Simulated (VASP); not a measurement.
Crystal: CaO.

```
Ca O
1.0
     3.98084    0.00000    0.00000
    -1.99042    3.44751    0.00000
     0.00000    0.00000    4.77044
Ca O
2 2
Direct
  0.33333 0.66667 0.93750
  0.66667 0.33333 0.43750
  0.33333 0.66667 0.43750
  0.66667 0.33333 0.93750
```

Base run:

```yaml
Program: VASP 6.6.1
Functional: PBE
Potentials_or_basis: VASP PAW PBE potentials, release 64 (Ca_sv, O)
Cutoff: 520 eV
k_mesh: 6 × 6 × 4
Occupations: gaussian, width 0.01 eV
Spin: no spin polarisation
```

Its results: band gap on the k mesh 3.19 eV; pressure 2.3 GPa.

Q: The run is repeated on the same cell with these changes: functional from PBE to r2SCAN. What comes out?

A: Band gap on the k mesh 3.61 eV; pressure 1.0 GPa.

Caveats: the structure was generated, so it needn't be the stable form of CaO; the PAW data sets were made with another functional, which shifts forces and pressure a little (at least some runs).

